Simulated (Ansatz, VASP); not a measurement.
# Ge2Sb2Te5 in VASP and in Ansatz

```
Ge Sb Te
1.0
     4.19654    0.00000    0.00000
    -2.09827    3.63431    0.00000
     0.00000    0.00000   16.68876
Ge Sb Te
2 2 5
Direct
  0.33333 0.66667 0.89943
  0.66667 0.33333 0.10057
  0.00000 0.00000 0.68189
  0.00000 0.00000 0.31811
  0.00000 0.00000 0.00000
  0.66667 0.33333 0.80099
  0.33333 0.66667 0.19901
  0.33333 0.66667 0.57911
  0.66667 0.33333 0.42089
```

Alike in both runs: functional LDA; k mesh 9 × 9 × 2; occupations gaussian, width 0.01 eV; no spin polarisation.

Ansatz relaxed the structure, and its values are those at the end. VASP's run is a single point on that final structure, the one shown.

|  | VASP | Ansatz |
| --- | --- | --- |
| version | VASP 6.6.1 | Ansatz 0.2.0 |
| potentials or method | VASP PAW LDA potentials, release 64 (Ge_d, Sb, Te), cutoff 520 eV | scalar-relativistic, plane waves, PAW |
| valence electrons in the cell | 68 | 138 |

Ansatz gave:

```
gap on the k mesh at the Fermi level (eV) : 0.07
least direct gap on the mesh (eV)         : 0.07
pressure (GPa)                            : 0.0
rms of the force components (eV/Å)        : 0.001
```

Problem. Which values does VASP return?

Solution. gap on the k mesh at the Fermi level (eV): 0.04; least direct gap on the mesh (eV): 0.04; pressure (GPa): 0.0; rms of the force components (eV/Å): 0.018.

Ansatz warns that its potentials were made for another functional, while VASP's fit it. LDA's correlation is that of Perdew and Zunger in VASP and of Perdew and Wang (1992) in Ansatz. VASP's potentials hold 68 valence electrons a cell and Ansatz's 138, so a difference there can come from the potentials and not from the codes.

Neither program's run includes spin-orbit coupling.
